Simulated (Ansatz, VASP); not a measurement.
**AgCl: VASP beside Ansatz**

Contents of INCAR:

```
PREC = Accurate ; ENCUT = 520
EDIFF = 1E-6 ; ISMEAR = -1
SIGMA = 0.05 ; LREAL = F
LASPH = T ; NELM = 60
ALGO = Normal ; ISIF = 2
LWAVE = F ; LCHARG = F
GGA = PE ; NBANDS = 26
```

File KPOINTS:

```
regular mesh
0
Gamma
  8 8 7
```

The input POSCAR:

```
AgCl
1.0
    1.8709097030     -5.5565952358      0.0000000000
    1.8709097030      5.5565952358      0.0000000000
    0.0000000000      0.0000000000      3.9240373500
Ag Cl
2 2
Direct
    0.6051250000      0.3999740000      0.2632770000
    0.3917940000      0.5994370000      0.7388180000
    0.1372060000      0.8641470000      0.7558630000
    0.8446680000      0.1224720000      0.2457490000
```

Contents of input.yaml:

```yaml
crystal:
  lattice:
    - [1.870909703, -5.5565952358, 0.0]
    - [1.870909703, 5.5565952358, 0.0]
    - [0.0, 0.0, 3.92403735]
  atoms:
    - { symbol: Ag, position: [0.605125, 0.399974, 0.263277] }
    - { symbol: Ag, position: [0.391794, 0.599437, 0.738818] }
    - { symbol: Cl, position: [0.137206, 0.864147, 0.755863] }
    - { symbol: Cl, position: [0.844668, 0.122472, 0.245749] }
hamiltonian:
  xc: pbe
  pseudopotentials: { kind: paw }
kpoints:
  mp_grid: { grid: [8, 8, 7] }
scf:
  occupations: { method: fermi_dirac, width: 0.05 }
output:
  forces: true
  stress: true
  eigenvalues: true
  write_density: true
  write_potential: true
  elf: true
  volumetric_format: npy
```

Change from the starting cell: atoms moved at random, drawn with an rms of 0.05 Å.

Alike in both runs: task single point; functional PBE; k mesh 8 × 8 × 7; occupations fermi-dirac, width 0.05 eV; no spin polarisation.

|  | VASP | Ansatz |
| --- | --- | --- |
| version | VASP 6.6.1 | Ansatz 0.2.0 |
| potentials or method | VASP PAW PBE potentials, release 64 (Ag, Cl) | Ansatz PAW |
| plane-wave cutoff (eV) | 520 | 420 |
| valence electrons in the cell | 36 | 52 |

|  | VASP | Ansatz | Ansatz less VASP |
| --- | --- | --- | --- |
| gap on the k mesh at the Fermi level (eV) | 0.48 | 0.48 | 0.000 |
| least direct gap on the mesh (eV) | 1.92 | 1.92 | -0.001 |
| pressure (GPa) | 1.5 | 1.7 | +0.14 |
| traceless stress, the component that is largest in VASP (GPa) | -0.17 | -0.16 | +0.002 |
| rms of the force components (eV/Å) | 0.071 | 0.070 | -0.0010 |

Atom by atom the forces differ by 0.002 eV/Å (rms over components). VASP's potentials hold 36 valence electrons a cell and Ansatz's 52, so a difference there can come from the potentials and not from the codes.

Noted on Ansatz's run: odd divisions of the mesh miss points on the zone boundary, where band edges often lie, so the gap on the mesh can be too wide.
